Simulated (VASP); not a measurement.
A run of VASP 6.6.1:

The input POSCAR:

```
BaS
1.0
    4.3601207102      0.0000000000      0.0000000000
   -2.1800603551      3.7759752986      0.0000000000
    0.0000000000      0.0000000000      3.9748508368
Ba S
1 1
Direct
    0.0105932896      0.0211865793      0.0000000000
    0.6666666667      0.3333333333      0.5000000000
```

The input INCAR.step1:

```
PREC     = Accurate       # precision mode
ENCUT    = 520            # plane-wave cutoff, eV
ISMEAR   = 0              # smearing method
SIGMA    = 0.05           # smearing width, eV
LREAL    = F              # projectors in reciprocal space
LASPH    = T              # aspherical terms in the spheres
NELM     = 60             # most SCF steps
NBANDS   = 15             # bands
GGA      = PE             # functional
ALGO     = Normal         # electronic algorithm
EDIFF    = 1E-4           # SCF threshold, eV
LWAVE    = T              # write WAVECAR
LCHARG   = F              # write CHGCAR
```

The input INCAR.step2:

```
PREC     = Accurate       # precision mode
ENCUT    = 520            # plane-wave cutoff, eV
EDIFF    = 1E-6           # SCF threshold, eV
ISMEAR   = 0              # smearing method
SIGMA    = 0.05           # smearing width, eV
LREAL    = F              # projectors in reciprocal space
LASPH    = T              # aspherical terms in the spheres
NELM     = 60             # most SCF steps
ALGO     = Normal         # electronic algorithm
ISIF     = 2              # what is computed and relaxed
LWAVE    = F              # write WAVECAR
LCHARG   = T              # write CHGCAR
METAGGA  = R2SCAN         # meta-GGA
LMIXTAU  = T            
LELF     = T              # ELF
LVHAR    = T            
NBANDS   = 15             # bands
ISTART   = 1
```

Contents of KPOINTS:

```
Automatic mesh
0
Gamma
  6 6 6
```

Potentials or basis: VASP PAW PBE potentials, release 64 (Ba_sv, S).

Run with:

```bash
$ cat potpaw_PBE.64/Ba_sv/POTCAR potpaw_PBE.64/S/POTCAR > POTCAR
$ cp INCAR.step1 INCAR
$ mpirun -np 1 vasp_std > vasp.out
$ cp INCAR.step2 INCAR
$ mpirun -np 1 vasp_std > vasp.out
```

Hardware: 1 thread of Intel(R) Xeon(R) 6975P-C (Granite Rapids) (shared host).

Q: Estimate the wall time of this run.

A: Run time: 50 s on 1 thread of Intel(R) Xeon(R) 6975P-C (Granite Rapids), on a shared host, peak memory 0.21 GiB. Counts: k points 52.
